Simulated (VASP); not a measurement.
# Ba2Tl5V3O12 (P-3m1) in VASP: single point with PBE+U

Aim: the single point of Ba2Tl5V3O12 with PBE+U.

Everything below comes from runs of VASP 6.6.1. Logs are shortened: lines on timing, memory, paths and dates and some standing lists are left out, and cuts for length are marked.

## Step 1: The cell of the first run

It takes space group P-3m1 (No. 164, trigonal). The conventional cell has a = 8.154 Å, b = 8.154 Å, c = 6.921 Å, α = 90.00°, β = 90.00°, γ = 120.00°. Within 3.7 Å of Ba (site symmetry 3m) lie 6 O at 2.80 Å and 2 Ba at 3.26 to 3.66 Å. Within 2.4 Å of V (site symmetry 2/m) lie 4 O at 1.82 Å. Within 3.3 Å of Tl (site symmetry 2/m) lie 4 O at 2.53 Å and 2 Tl at 3.03 Å. Within 3.6 Å of Tl (site symmetry 3m) lie 6 O at 2.73 Å and 3 V at 2.82 Å and 3 Tl at 3.03 Å. Within 2.4 Å of O (site symmetry 1) lie 1 V at 1.82 Å.

## Step 2: Single point, PBE+U, collinear spin, ferromagnetic start

File INCAR:

```
  PREC = Accurate
  ENCUT = 520
  EDIFF = 1E-6
  ISMEAR = -1
  SIGMA = 0.05
  LREAL = Auto
  LASPH = T
  NELM = 150
  ALGO = Normal
  ISIF = 2
  LWAVE = F
  LCHARG = T
  ISPIN = 2
  MAGMOM = 0 0 2 2 2 0 0 0 0 0 0 0 0 0 0 0 0 0 0 0 0 0
  LORBIT = 11
  LMAXMIX = 4
  LDAU = T
  LDAUTYPE = 2
  LDAUL = -1 2 -1 -1
  LDAUU = 0 3 0 0
  LDAUJ = 0 0 0 0
  LDAUPRINT = 1
  GGA = PE
  LVHAR = T
  NBANDS = 119
  KPAR = 4
```

File KPOINTS:

```
regular mesh
0
Gamma
  3 3 3
```

File POSCAR:

```
Ba2Tl5V3O12
1.0
    8.1542100000      0.0000000000      0.0000000000
   -4.0771100000      7.0617600000      0.0000000000
    0.0000000000      0.0000000000      6.9212800000
Ba V Tl O
2 3 5 12
Direct
    0.0000000000      0.0000000000      0.2355200000
    0.0000000000      0.0000000000      0.7644800000
    0.5000000000      0.0000000000      0.0000000000
    0.0000000000      0.5000000000      0.0000000000
    0.5000000000      0.5000000000      0.0000000000
    0.5000000000      0.0000000000      0.5000000000
    0.0000000000      0.5000000000      0.5000000000
    0.5000000000      0.5000000000      0.5000000000
    0.3333300000      0.6666700000      0.2248900000
    0.6666700000      0.3333300000      0.7751100000
    0.3389000000      0.3433400000      0.8144400000
    0.6566600000      0.9955600000      0.8144400000
    0.0044400000      0.6611000000      0.8144400000
    0.3433400000      0.3389000000      0.1855600000
    0.9955600000      0.6566600000      0.1855600000
    0.6611000000      0.0044400000      0.1855600000
    0.6611000000      0.6566600000      0.1855600000
    0.3433400000      0.0044400000      0.1855600000
    0.9955600000      0.3389000000      0.1855600000
    0.6566600000      0.6611000000      0.8144400000
    0.0044400000      0.3433400000      0.8144400000
    0.3389000000      0.9955600000      0.8144400000
```

Potentials or basis: VASP PAW PBE potentials, release 64 (Ba_sv, V_sv, Tl_d, O).

The run is started by

```sh
$ cat potpaw_PBE.64/Ba_sv/POTCAR potpaw_PBE.64/V_sv/POTCAR potpaw_PBE.64/Tl_d/POTCAR potpaw_PBE.64/O/POTCAR > POTCAR
$ mpirun -np 4 vasp_std > vasp.out
```

OUTCAR:

```text
PREC = Accurate
   ENCUT = 520
   EDIFF = 1E-6
   ISMEAR = -1
   LREAL = Auto
   LASPH = T
   NELM = 150
   ISIF = 2
   ISPIN = 2
   LORBIT = 11
   GGA = PE

 ion  position               nearest neighbor table
   1  0.000  0.000  0.236-  18 2.80  16 2.80  14 2.80  17 2.80  19 2.80  15 2.80   2 3.26   2 3.66

   2  0.000  0.000  0.764-  12 2.80  22 2.80  20 2.80  11 2.80  13 2.80  21 2.80   1 3.26   1 3.66

   3  0.500  0.000  0.000-  16 1.82  22 1.82  18 1.82  12 1.82   9 2.82  10 2.82   6 3.46   6 3.46
[... 13 lines left out ...]
  10  0.667  0.333  0.775-  21 2.73  12 2.73  13 2.73  22 2.73  11 2.73  20 2.73   4 2.82   3 2.82
                             5 2.82   7 3.03   6 3.03   8 3.03
  11  0.339  0.343  0.814-   5 1.82   8 2.53  10 2.73   2 2.80
  12  0.657  0.996  0.814-   3 1.82   6 2.53  10 2.73   2 2.80
  13  0.004  0.661  0.814-   4 1.82   7 2.53  10 2.73   2 2.80
  14  0.343  0.339  0.186-   5 1.82   8 2.53   9 2.73   1 2.80
  15  0.996  0.657  0.186-   4 1.82   7 2.53   9 2.73   1 2.80
  16  0.661  0.004  0.186-   3 1.82   6 2.53   9 2.73   1 2.80
  17  0.661  0.657  0.186-   5 1.82   8 2.53   9 2.73   1 2.80
  18  0.343  0.004  0.186-   3 1.82   6 2.53   9 2.73   1 2.80
  19  0.996  0.339  0.186-   4 1.82   7 2.53   9 2.73   1 2.80
  20  0.657  0.661  0.814-   5 1.82   8 2.53  10 2.73   2 2.80
  21  0.004  0.343  0.814-   4 1.82   7 2.53  10 2.73   2 2.80
  22  0.339  0.996  0.814-   3 1.82   6 2.53  10 2.73   2 2.80

  LATTYP: Found a hexagonal cell.
 ALAT       =     8.1542100000
 C/A-ratio  =     0.8487983508

  Lattice vectors:

 A1 = (   8.1542100000,   0.0000000000,   0.0000000000)
 A2 = (  -4.0771100000,   7.0617600000,   0.0000000000)
 A3 = (   0.0000000000,   0.0000000000,   6.9212800000)

Analysis of symmetry for initial positions (statically):
=====================================================================
 Subroutine PRICEL returns:
 Original cell was already a primitive cell.

 Routine SETGRP: Setting up the symmetry group for a
 hexagonal supercell.

 Subroutine GETGRP returns: Found  4 space group operations
 (whereof  4 operations were pure point group operations)
 out of a pool of 24 trial point group operations.

The static configuration has the point symmetry C_2h.

Analysis of symmetry for dynamics (positions and initial velocities):
=====================================================================
 Subroutine PRICEL returns:
 Original cell was already a primitive cell.

 Routine SETGRP: Setting up the symmetry group for a
 hexagonal supercell.

 Subroutine GETGRP returns: Found  4 space group operations
 (whereof  4 operations were pure point group operations)
 out of a pool of 24 trial point group operations.

The dynamic configuration has the point symmetry C_2h.

Analysis of structural, dynamic, and magnetic symmetry:
=====================================================================
 Subroutine PRICEL returns:
 Original cell was already a primitive cell.

 Routine SETGRP: Setting up the symmetry group for a
 hexagonal supercell.

 Subroutine GETGRP returns: Found  4 space group operations
 (whereof  4 operations were pure point group operations)
 out of a pool of 24 trial point group operations.

The overall configuration has the point symmetry C_2h.

 Subroutine INISYM returns: Found  4 space group operations
 (whereof  4 operations are pure point group operations),
 and found     1 'primitive' translations

----------------------------------------------------------------------------------------

                                     Primitive cell

  volume of cell :     398.5486

  direct lattice vectors                    reciprocal lattice vectors
[... 133 lines left out ...]
  volume/ion in A,a.u.               =      18.12       122.25
  Fermi-wavevector in a.u.,A,eV,Ry     =   1.292210  2.441923 22.719099  1.669807
  Thomas-Fermi vector in A             =   2.423932
   LORBIT       =     11    0 simple, 1 ext, 2 COOP (PROOUT), +10 PAW based schemes
 LDA+U is selected, type is set to LDAUTYPE =  2
   angular momentum for each species LDAUL =    -1    2   -1   -1
   U (eV)           for each species LDAUU =   0.0  3.0  0.0  0.0
   J (eV)           for each species LDAUJ =   0.0  0.0  0.0  0.0
   GGA     = PE    functional components
   LHFCALC =     F    Hartree Fock is set to
   AEXX    =    0.0000 exact exchange contribution
   IVDW    =     0    specifies the selected vdW correction
   LEPSILON=     F    determine dielectric tensor
   LRPA    =     F    only Hartree local field effects (RPA)
 spin polarized calculation
  energy-cutoff  :      520.00
  volume of cell :      398.55
 maximum number of plane-waves:     10797
 NGX is ok and might be reduce to    64
   NGX = 31   NGY = 31   NGZ = 25

 number of electron     196.0000015 magnetization      -0.0555226

atom =   3  type =  2  l = 2

 onsite density matrix

spin component  1
[... 83 lines left out ...]
  o =  0.2207  v =  0.0000  0.0000  0.0000  0.0000  0.0000 -0.4135 -0.2062  0.7759  0.3572  0.2387      0.0000  0.0000  0.0000  0.0000  0.0000  0.0000  0.0000  0.0000  0.0000  0.0000
  o =  0.2207  v = -0.4135 -0.2066  0.7755  0.3578  0.2387  0.0000  0.0000  0.0000  0.0000  0.0000      0.0000  0.0000  0.0000  0.0000  0.0000  0.0000  0.0000  0.0000  0.0000  0.0000
  o =  0.2369  v =  0.4999 -0.0118  0.0000 -0.0068  0.8659  0.0000  0.0000  0.0000  0.0000  0.0000      0.0000  0.0000  0.0000  0.0000  0.0000  0.0000  0.0000  0.0000  0.0000  0.0000
  o =  0.2370  v =  0.0000  0.0000  0.0000  0.0000  0.0000  0.4999 -0.0118  0.0000 -0.0068  0.8659      0.0000  0.0000  0.0000  0.0000  0.0000  0.0000  0.0000  0.0000  0.0000  0.0000
  o =  0.2431  v =  0.0727 -0.4500 -0.4277  0.7794 -0.0420  0.0000  0.0000  0.0000  0.0000  0.0000      0.0000  0.0000  0.0000  0.0000  0.0000  0.0000  0.0000  0.0000  0.0000  0.0000
  o =  0.2431  v =  0.0000  0.0000  0.0000  0.0000  0.0000  0.0723 -0.4501 -0.4272  0.7797 -0.0418      0.0000  0.0000  0.0000  0.0000  0.0000  0.0000  0.0000  0.0000  0.0000  0.0000
  o =  0.3371  v = -0.7574  0.0696 -0.4644 -0.1205  0.4373  0.0000  0.0000  0.0000  0.0000  0.0000      0.0000  0.0000  0.0000  0.0000  0.0000  0.0000  0.0000  0.0000  0.0000  0.0000
  o =  0.3372  v =  0.0000  0.0000  0.0000  0.0000  0.0000 -0.7575  0.0696 -0.4643 -0.1205  0.4373      0.0000  0.0000  0.0000  0.0000  0.0000  0.0000  0.0000  0.0000  0.0000  0.0000
  o =  0.4339  v =  0.0068  0.8659 -0.0000  0.5000  0.0118  0.0000  0.0000  0.0000  0.0000  0.0000      0.0000  0.0000  0.0000  0.0000  0.0000  0.0000  0.0000  0.0000  0.0000  0.0000
  o =  0.4339  v =  0.0000  0.0000  0.0000  0.0000  0.0000  0.0068  0.8659 -0.0000  0.5000  0.0118      0.0000  0.0000  0.0000  0.0000  0.0000  0.0000  0.0000  0.0000  0.0000  0.0000

 number of electron     196.0000013 magnetization       0.0019101

 Free energy of the ion-electron system (eV)
  ---------------------------------------------------
  ext. energy  EPLUGINS =         0.00000000
  ---------------------------------------------------
  free energy    TOTEN  =      -118.44594556 eV

  energy without entropy =     -118.37117031  energy(sigma->0) =     -118.40855793

 E-fermi :   3.6632     XC(G=0):  -9.6644

 val. band max:        3.6130341399   @ k =   0.3333   0.3333   0.0000
 cond. band min:       3.6632203449   @ k =   0.3333   0.3333   0.3333
 fundamental gap:      0.0501862050
 Fermi energy:         3.6631563881

 spin component 1

 k-point     1 :       0.0000    0.0000    0.0000
  band No.  band energies     occupation
      1     -61.9180      1.00000
      2     -61.9178      1.00000
      3     -61.9177      1.00000
      4     -35.8174      1.00000
      5     -35.8138      1.00000
      6     -35.8138      1.00000
[... 1119 lines left out ...]
    109       5.7895      0.00000
    110       5.7895      0.00000
 Fermi energy:         3.6631563881

 spin component 2

 k-point     1 :       0.0000    0.0000    0.0000
  band No.  band energies     occupation
      1     -61.9181      1.00000
      2     -61.9179      1.00000
      3     -61.9179      1.00000
      4     -35.8176      1.00000
      5     -35.8140      1.00000
      6     -35.8140      1.00000
[... 1119 lines left out ...]
    109       5.7895      0.00000
    110       5.7895      0.00000
 [bands above 110 left out]

------------------------ aborting loop because EDIFF is reached ----------------------------------------

  FORCE on cell =-STRESS in cart. coord.  units (eV):
  Direction    XX          YY          ZZ          XY          YZ          ZX
  --------------------------------------------------------------------------------------
  -------------------------------------------------------------------------------------
  Total        3.1857075      3.1870297      4.3341173      0.0011374     -0.0000492      0.0000853
  in kB       12.8066402     12.8119556     17.4232825      0.0045722     -0.0001978      0.0003430
  external PRESSURE =      14.3472928 kB  Pullay stress =       0.0000000 kB

 VOLUME and BASIS-vectors are now :
 -----------------------------------------------------------------------------
  energy-cutoff  :      520.00
  volume of cell :      398.55
      direct lattice vectors                 reciprocal lattice vectors
     8.154210000  0.000000000  0.000000000     0.122636037  0.070803966  0.000000000
    -4.077110000  7.061760000  0.000000000     0.000000000  0.141607758  0.000000000
     0.000000000  0.000000000  6.921280000     0.000000000  0.000000000  0.144481946

 POSITION                                       TOTAL-FORCE (eV/Angst)
 -----------------------------------------------------------------------------------
      0.00000      0.00000      1.63010        -0.000008      0.000005      0.103508
      0.00000      0.00000      5.29118         0.000008     -0.000005     -0.103508
      4.07711      0.00000      0.00000         0.000000     -0.000000     -0.000000
     -2.03856      3.53088      0.00000         0.000000     -0.000000     -0.000000
      2.03855      3.53088      0.00000         0.000000     -0.000000     -0.000000
      4.07711      0.00000      3.46064         0.000000     -0.000000     -0.000000
[... 14 lines left out ...]
     -1.36363      2.42458      5.63697         0.105731     -0.158620     -0.216145
     -1.29555      7.03041      5.63697        -0.190190     -0.012233     -0.216122
 -----------------------------------------------------------------------------------
    total drift:                                0.000000      0.000000      0.000000

  FREE ENERGIE OF THE ION-ELECTRON SYSTEM (eV)
  ---------------------------------------------------
  free  energy   TOTEN  =      -118.4459455593 eV

  energy  without entropy=     -118.3711703056  energy(sigma->0) =     -118.40855793

 total charge

# of ion       s       p       d       tot
------------------------------------------
    1        1.993   5.610   0.250   7.853
    2        1.993   5.610   0.250   7.853
    3        2.301   6.396   2.906  11.603
    4        2.301   6.396   2.906  11.603
    5        2.301   6.396   2.906  11.603
    6        1.102   0.308   9.706  11.117
[... 14 lines left out ...]
   21        1.588   3.350   0.000   4.938
   22        1.588   3.350   0.000   4.938
--------------------------------------------------
tot         35.484  72.450  57.704 165.638

 magnetization (x)

# of ion       s       p       d       tot
------------------------------------------
    1       -0.000  -0.000  -0.000  -0.000
    2       -0.000  -0.000  -0.000  -0.000
    3        0.000   0.000  -0.000  -0.000
    4        0.000   0.000  -0.000  -0.000
    5       -0.000  -0.000  -0.000  -0.000
    6        0.000   0.000   0.000   0.000
[... 14 lines left out ...]
   21        0.000   0.000   0.000   0.000
   22        0.000   0.000   0.000   0.000
--------------------------------------------------
tot          0.000   0.001  -0.000   0.001
```

Run time: 7.8 min. Hardware: 4 MPI ranks of Intel Xeon 6975P-C (Granite Rapids), shared host; peak memory 1.1 GiB.

What came out:

```
Free energy                                           : -118.4459 eV
Pressure                                              : 1.4 GPa
Largest force                                         : 0.288 eV/Å
Band gap on the k mesh                                : zero (filled and empty bands overlap)
Net moment                                            : 0.00 μB per cell
Valence electrons inside the program's atomic spheres : Ba 7.85; V 11.60; Tl 11.12, 11.26 (each value once); O 4.94
```

Forces in eV/Å, atoms in the order of the input:
```
Ba   0.000  0.000  0.104
Ba   0.000  0.000 -0.104
V    0.000  0.000  0.000
V    0.000  0.000  0.000
V    0.000  0.000  0.000
Tl   0.000  0.000  0.000
Tl   0.000  0.000  0.000
Tl   0.000  0.000  0.000
Tl   0.000  0.000  0.132
Tl   0.000  0.000 -0.132
O   -0.106 -0.159 -0.216
O    0.190 -0.012 -0.216
O   -0.085  0.171 -0.216
O   -0.085 -0.171  0.216
O   -0.106  0.159  0.216
O    0.190  0.012  0.216
O    0.106  0.159  0.216
O   -0.190  0.012  0.216
O    0.085 -0.171  0.216
O    0.085  0.171 -0.216
O    0.106 -0.159 -0.216
O   -0.190 -0.012 -0.216
```

Stress tensor (GPa, compression positive):
```
1.28 0.00 0.00
0.00 1.28 0.00
0.00 0.00 1.74
```

Eigenvalues of the final occupation matrices:
| site | spin | trace | eigenvalues |
| --- | --- | --- | --- |
| site 3 d | 1 | 1.47 | 0.22 0.24 0.24 0.34 0.43 |
| site 3 d | 2 | 1.47 | 0.22 0.24 0.24 0.34 0.43 |
| site 4 d | 1 | 1.47 | 0.22 0.24 0.24 0.34 0.43 |
| site 4 d | 2 | 1.47 | 0.22 0.24 0.24 0.34 0.43 |
| site 5 d | 1 | 1.47 | 0.22 0.24 0.24 0.34 0.43 |
| site 5 d | 2 | 1.47 | 0.22 0.24 0.24 0.34 0.43 |

Caveat: the moments typed at the start vanished in this run; spin-orbit coupling is left out, which moves the levels of the heavy elements. The state reached can hang on the start; a lower one may exist.

The gap in the log of VASP goes by the Fermi energy; the results here count the filled bands.